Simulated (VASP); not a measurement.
# BaTiO3 (P4mm) in VASP: a series of runs

Runs on BaTiO3. Level: PBE. Tasks: single point, relaxation of cell and atoms.

Program: VASP 6.6.1. These are calculated values, not measurements. Logs are shortened: lines on timing, memory, paths and dates and some standing lists are left out, and cuts for length are marked.

## 1. The cell of the first run

Symmetry: P4mm, No. 99, tetragonal system. The conventional cell has a = 3.985 Å, b = 3.985 Å, c = 4.202 Å, α = 90.00°, β = 90.00°, γ = 90.00°. Within 3.7 Å of Ba (site symmetry 4mm) lie 12 O at 2.80 to 2.99 Å and 8 Ti at 3.47 to 3.56 Å. Within 2.4 Å of Ti (site symmetry 4mm) lie 6 O at 1.81 to 2.39 Å. Within 2.4 Å of O (site symmetry 4mm) lie 2 Ti at 1.81 to 2.39 Å. Within 3.0 Å of O (site symmetry 2mm) lie 2 Ti at 2.00 Å and 4 Ba at 2.80 to 2.99 Å and 8 O at 2.82 to 2.96 Å.

## 2. Single point, PBE

The input, INCAR:

```
PREC = Accurate
ENCUT = 520
EDIFF = 1E-6
ISMEAR = 0
SIGMA = 0.01
LREAL = False
LASPH = True
NELM = 60
ALGO = Normal
ISIF = 2
LWAVE = False
LCHARG = False
GGA = PE
NBANDS = 28
```

The input, KPOINTS:

```
Automatic mesh
0
Gamma
  8 8 8
```

The input, POSCAR:

```
BaTiO3
1.0
    3.9852569688      0.0000000000      0.0000000000
    0.0000000000      3.9852569688      0.0000000000
    0.0000000000      0.0000000000      4.2022180370
Ba Ti O
1 1 3
Direct
    0.0000000000      0.0000000000     -0.0106979962
    0.5000000000      0.5000000000      0.4720516379
    0.5000000000      0.5000000000      0.0408797547
    0.5000000000      0.0000000000      0.5203833018
    0.0000000000      0.5000000000      0.5203833018
```

Potentials or basis: VASP PAW PBE potentials, release 64 (Ba_sv, Ti_sv, O).

The run is started by

```console
$ cat potpaw_PBE.64/Ba_sv/POTCAR potpaw_PBE.64/Ti_sv/POTCAR potpaw_PBE.64/O/POTCAR > POTCAR
$ mpirun -np 1 vasp_std > vasp.out
```

OUTCAR:

```text
PREC = Accurate
   ENCUT = 520
   EDIFF = 1E-6
   ISMEAR = 0
   LREAL = False
   LASPH = True
   NELM = 60
   ISIF = 2
   GGA = PE

 ion  position               nearest neighbor table
   1  0.000  0.000  0.989-   4 2.80   5 2.80   5 2.80   4 2.80   3 2.83   3 2.83   3 2.83   3 2.83
                             4 2.99   5 2.99   5 2.99   4 2.99   2 3.47   2 3.47   2 3.47   2 3.47
   2  0.500  0.500  0.472-   3 1.81   4 2.00   5 2.00   4 2.00   5 2.00   3 2.39   1 3.47   1 3.47
                             1 3.47   1 3.47   1 3.56   1 3.56   1 3.56   1 3.56
   3  0.500  0.500  0.041-   2 1.81   2 2.39   1 2.83   1 2.83   1 2.83   1 2.83
   4  0.500  0.000  0.520-   2 2.00   2 2.00   1 2.80   1 2.80   1 2.99   1 2.99
   5  0.000  0.500  0.520-   2 2.00   2 2.00   1 2.80   1 2.80   1 2.99   1 2.99

  LATTYP: Found a simple tetragonal cell.
 ALAT       =     3.9852569688
 C/A-ratio  =     1.0544409231

  Lattice vectors:

 A1 = (   3.9852569688,   0.0000000000,   0.0000000000)
 A2 = (   0.0000000000,   3.9852569688,   0.0000000000)
 A3 = (   0.0000000000,   0.0000000000,   4.2022180370)

Analysis of symmetry for initial positions (statically):
=====================================================================
 Subroutine PRICEL returns:
 Original cell was already a primitive cell.

 Routine SETGRP: Setting up the symmetry group for a
 simple tetragonal supercell.

 Subroutine GETGRP returns: Found  8 space group operations
 (whereof  8 operations were pure point group operations)
 out of a pool of 16 trial point group operations.

The static configuration has the point symmetry C_4v.

Analysis of symmetry for dynamics (positions and initial velocities):
=====================================================================
 Subroutine PRICEL returns:
 Original cell was already a primitive cell.

 Routine SETGRP: Setting up the symmetry group for a
 simple tetragonal supercell.

 Subroutine GETGRP returns: Found  8 space group operations
 (whereof  8 operations were pure point group operations)
 out of a pool of 16 trial point group operations.

The dynamic configuration has the point symmetry C_4v.

 Subroutine INISYM returns: Found  8 space group operations
 (whereof  8 operations are pure point group operations),
 and found     1 'primitive' translations

----------------------------------------------------------------------------------------

                                     Primitive cell

  volume of cell :      66.7408
[... 97 lines left out ...]
   EDIFFG = 0.1E-04   stopping-criterion for IOM
   NSW    =      0    number of steps for IOM
   IBRION =     -1    ionic relax: 0-MD 1-quasi-New 2-CG
   NFREE  =      0    steps in history (QN), initial steepest desc. (CG)
   ISIF   =      2    stress and relaxation
   ISYM   =      2    0-nonsym 1-usesym 2-fastsym
   POTIM  = 0.5000    time-step for ionic-motion
   TEBEG  =    0.0;   TEEND  =   0.0 temperature during run
   PSTRESS=    0.0 pullay stress
   NELECT =      40.0000    total number of electrons
   NUPDOWN=      -1.0000    fix difference up-down
   EMIN   =  10.00;   EMAX   =-10.00  energy-range for DOS
   EFERMI =   0.00;   METHOD = LEGACY
   ISMEAR =     0;   SIGMA  =   0.01  broadening in eV -4-tet -1-fermi 0-gaus
   EFERMI_NEDOS =   21; number of points for ismear=-14 and -15
   IALGO  =     38    algorithm
   IMIX   =      4    mixing-type and parameters
     AMIX     =   0.40;   BMIX     =  1.00
     AMIX_MAG =   1.60;   BMIX_MAG =  1.00
  volume/ion in A,a.u.               =      13.35        90.08
  Fermi-wavevector in a.u.,A,eV,Ry     =   1.380271  2.608334 25.921119  1.905148
  Thomas-Fermi vector in A             =   2.505164
   LORBIT       =      0    0 simple, 1 ext, 2 COOP (PROOUT), +10 PAW based schemes
   GGA     = PE    functional components
   LHFCALC =     F    Hartree Fock is set to
   AEXX    =    0.0000 exact exchange contribution
   IVDW    =     0    specifies the selected vdW correction
   LEPSILON=     F    determine dielectric tensor
   LRPA    =     F    only Hartree local field effects (RPA)
 non-spin polarized calculation
 Gauss-broadening in eV      SIGMA  =   0.01
  energy-cutoff  :      520.00
  volume of cell :       66.74
 maximum number of plane-waves:      1824
 NGX is ok and might be reduce to    30
   NGX = 15   NGY = 15   NGZ = 15

 number of electron      39.9999983 magnetization

 Free energy of the ion-electron system (eV)
  ---------------------------------------------------
  ext. energy  EPLUGINS =         0.00000000
  ---------------------------------------------------
  free energy    TOTEN  =       -40.04036652 eV

  energy without entropy =      -40.04036652  energy(sigma->0) =      -40.04036652

 E-fermi :   3.8363     XC(G=0): -11.0226

 val. band max:        3.7468551696   @ k =   0.5000   0.5000   0.5000
 cond. band min:       5.5346472677   @ k =   0.0000   0.0000   0.0000
 fundamental gap:      1.7877920981
 Fermi energy:         3.8362950947

 k-point     1 :       0.0000    0.0000    0.0000
  band No.  band energies     occupation
      1     -52.9056      2.00000
      2     -29.2421      2.00000
      3     -29.1028      2.00000
      4     -29.1028      2.00000
      5     -21.4456      2.00000
      6     -13.2705      2.00000
[... 733 lines left out ...]
     27      11.3147      0.00000
     28      12.0792      0.00000

 [... further k-points ...]

------------------------ aborting loop because EDIFF is reached ----------------------------------------

  FORCE on cell =-STRESS in cart. coord.  units (eV):
  Direction    XX          YY          ZZ          XY          YZ          ZX
  --------------------------------------------------------------------------------------
  -------------------------------------------------------------------------------------
  Total        0.6530109      0.6530109      0.6757676      0.0000000      0.0000000      0.0000000
  in kB       15.6761625     15.6761625     16.2224597      0.0000000      0.0000000      0.0000000
  external PRESSURE =      15.8582616 kB  Pullay stress =       0.0000000 kB

 VOLUME and BASIS-vectors are now :
 -----------------------------------------------------------------------------
  energy-cutoff  :      520.00
  volume of cell :       66.74
      direct lattice vectors                 reciprocal lattice vectors
     3.985256969  0.000000000  0.000000000     0.250924848  0.000000000  0.000000000
     0.000000000  3.985256969  0.000000000     0.000000000  0.250924848  0.000000000
     0.000000000  0.000000000  4.202218037     0.000000000  0.000000000  0.237969565

 POSITION                                       TOTAL-FORCE (eV/Angst)
 -----------------------------------------------------------------------------------
      0.00000      0.00000      4.15726         0.000000      0.000000      0.047810
      1.99263      1.99263      1.98366        -0.000000      0.000000      0.082862
      1.99263      1.99263      0.17179        -0.000000     -0.000000     -0.080526
      1.99263      0.00000      2.18676        -0.000000      0.000000     -0.025073
      0.00000      1.99263      2.18676         0.000000      0.000000     -0.025073
 -----------------------------------------------------------------------------------
    total drift:                                0.000000      0.000000      0.000178

  FREE ENERGIE OF THE ION-ELECTRON SYSTEM (eV)
  ---------------------------------------------------
  free  energy   TOTEN  =       -40.0403665223 eV

  energy  without entropy=      -40.0403665223  energy(sigma->0) =      -40.04036652
```

Wall time 67 s (1 thread of Intel Xeon 6975P-C (Granite Rapids), shared host); peak memory 0.26 GiB.

Results:

```yaml
Free_energy: -40.0404 eV
Pressure: 1.6 GPa
Largest_force: 0.083 eV/Å
Band_gap_on_the_k_mesh: 1.79 eV (least direct gap 2.36 eV)
```

Forces in eV/Å, atoms in the order of the input:
```
Ba   0.000  0.000  0.048
Ti   0.000  0.000  0.083
O    0.000  0.000 -0.081
O    0.000  0.000 -0.025
O    0.000  0.000 -0.025
```

Levels at points of the mesh, in eV from the valence-band top:
```tsv
k point	band 16	band 17	band 18	band 19	band 20	band 21	band 22	band 23	band 24	band 25
(0.00, 0.00, 0.00)	-1.74	-1.33	-0.94	-0.57	-0.57	1.79	2.44	2.44	4.00	4.21
(0.50, 0.00, 0.00)	-1.99	-1.97	-1.72	-1.59	-1.35	2.51	3.42	3.52	4.07	5.47
(0.50, 0.50, 0.00)	-2.99	-2.05	-1.17	-1.17	-0.06	3.56	3.56	3.90	4.08	7.42
(0.00, 0.00, 0.50)	-2.18	-2.07	-2.00	-0.74	-0.74	1.91	3.43	3.43	4.00	5.83
(0.50, 0.00, 0.50)	-2.62	-1.86	-1.18	-1.10	-0.53	3.44	3.47	3.70	4.77	7.01
(0.50, 0.50, 0.50)	-2.64	-2.64	-0.46	-0.46	0.00	3.94	3.94	4.06	5.93	6.34
```

Caveat: spin-orbit coupling is left out, which moves the levels of the heavy elements.

## 3. Relaxation of cell and atoms, PBE

The input, INCAR:

```
ALGO = Normal ; EDIFF = 1E-7
EDIFFG = -0.001 ; ENCUT = 600
GGA = PE ; IBRION = 2
ISIF = 3 ; ISMEAR = 0
LASPH = True ; LCHARG = False
LREAL = False ; LWAVE = False
NELM = 60 ; NSW = 80
PREC = Accurate ; SIGMA = 0.01
```

The input, KPOINTS:

```
k-points
0
Gamma
  8 8 8
```

POSCAR is that of step 2.

Potentials or basis: VASP PAW PBE potentials, release 64 (Ba_sv, Ti_sv, O).

The run is started by

```console
$ cat potpaw_PBE.64/Ba_sv/POTCAR potpaw_PBE.64/Ti_sv/POTCAR potpaw_PBE.64/O/POTCAR > POTCAR
$ mpirun -np 1 vasp_std > vasp.out
```

It took 7.6 min on 1 thread of Intel Xeon 6975P-C (Granite Rapids), shared host; peak memory 0.3 GiB.

The run converged. Its results:

```yaml
Free_energy: -40.0502 eV
Relaxed_volume: 13.48 Å³/atom
Relaxed_cell: a = 3.996 Å, b = 3.996 Å, c = 4.219 Å, α = 90.00°, β = 90.00°, γ = 90.00°
Space_group_after_relaxing_to_0.1_Å: P4mm (No. 99)
Energy_gained_by_relaxing: 0.6 meV/atom
Ionic_steps: 18
Pressure_after_relaxing: 0.0 GPa
Band_gap_on_the_k_mesh: 1.77 eV (least direct gap 2.34 eV)
```

Step by step:
| step | energy change (eV) | largest force (eV/Å) | pressure (GPa) | volume (Å³) |
| --- | --- | --- | --- | --- |
| 1 | 0.0000 | 0.0814 | 1.41 | 66.74 |
| 2 | 0.0005 | 0.2209 | -1.40 | 67.88 |
| 3 | -0.0025 | 0.0679 | 0.04 | 67.28 |
| 4 | -0.0028 | 0.0207 | -0.01 | 67.36 |
| 5 | -0.0028 | 0.0193 | -0.02 | 67.37 |
| 6 | -0.0029 | 0.0123 | -0.01 | 67.37 |
| 7 | -0.0029 | 0.0089 | -0.01 | 67.38 |
| 8 | -0.0029 | 0.0021 | 0.01 | 67.38 |
| 9 | -0.0029 | 0.0017 | 0.02 | 67.37 |
| 10 | -0.0029 | 0.0019 | 0.02 | 67.37 |
| 11 | -0.0029 | 0.0020 | 0.02 | 67.38 |
| 12 | -0.0029 | 0.0034 | -0.02 | 67.39 |
| 13 | -0.0029 | 0.0013 | -0.01 | 67.38 |
| 14 | -0.0029 | 0.0010 | -0.02 | 67.38 |
| 15 | -0.0029 | 0.0013 | 0.01 | 67.38 |
| 16 | -0.0029 | 0.0010 | 0.01 | 67.38 |
| 17 | -0.0029 | 0.0009 | 0.01 | 67.38 |
| 18 | -0.0029 | 0.0009 | 0.00 | 67.38 |

Final structure:
```
Ba Ti O
1.0
     3.99638    0.00000    0.00000
     0.00000    3.99638    0.00000
     0.00000    0.00000    4.21899
Ba Ti O
1 1 3
Direct
  0.00000 0.00000 0.99073
  0.50000 0.50000 0.47191
  0.50000 0.50000 0.04144
  0.50000 0.00000 0.51946
  0.00000 0.50000 0.51946
```

Levels at points of the mesh, in eV from the valence-band top:
```csv
k point,band 16,band 17,band 18,band 19,band 20,band 21,band 22,band 23,band 24
"(0.00, 0.00, 0.00)",-1.74,-1.32,-0.95,-0.57,-0.57,1.77,2.40,2.40,3.94
"(0.50, 0.00, 0.00)",-1.97,-1.96,-1.71,-1.59,-1.35,2.47,3.38,3.48,4.01
"(0.50, 0.50, 0.00)",-2.97,-2.06,-1.18,-1.18,-0.06,3.52,3.52,3.85,4.02
"(0.00, 0.00, 0.50)",-2.17,-2.07,-1.97,-0.74,-0.74,1.89,3.38,3.38,3.94
"(0.50, 0.00, 0.50)",-2.59,-1.87,-1.19,-1.10,-0.53,3.39,3.42,3.65,4.70
"(0.50, 0.50, 0.50)",-2.65,-2.65,-0.47,-0.47,0.00,3.89,3.89,4.01,5.87
```

Caveat: spin-orbit coupling is left out, which moves the levels of the heavy elements.
